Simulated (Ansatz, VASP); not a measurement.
# Two plane-wave programs on LiSi2C2

```
Li Si C
1.0
     4.09544   -1.97242   -0.00194
     4.09544    1.97242   -0.00194
    -1.77673    0.00000    4.24132
Li Si C
1 2 2
Direct
  0.77186 0.77186 0.00669
  0.42981 0.42981 0.71566
  0.59549 0.59549 0.37354
  0.85699 0.20409 0.04542
  0.20409 0.85699 0.04542
```

Alike in both runs: functional PBE; k mesh 10 × 10 × 10; occupations gaussian, width 0.1 eV; no spin polarisation.

Ansatz relaxed the structure, and its values are those at the end. VASP's run is a single point on that final structure, the one shown.

|  | VASP | Ansatz |
| --- | --- | --- |
| version | VASP 6.6.1 | Ansatz 0.2.0 |
| potentials or method | VASP PAW PBE potentials, release 64 (Li_sv, Si, C), cutoff 520 eV | scalar-relativistic, plane waves, PAW |
| valence electrons in the cell | 19 | 19 |

|  | VASP | Ansatz | Ansatz less VASP |
| --- | --- | --- | --- |
| gap on the k mesh at the Fermi level (eV) | none | none | - |
| rms of the force components (eV/Å) | 0.013 | 0.003 | -0.0103 |

A gap of «none» marks a metal or a gap that the smearing closes. The functional is the same, so the differences come from potentials, cutoffs and numerics.

Noted on VASP's run: the cutoff is short for stress, so the pressure is rough.
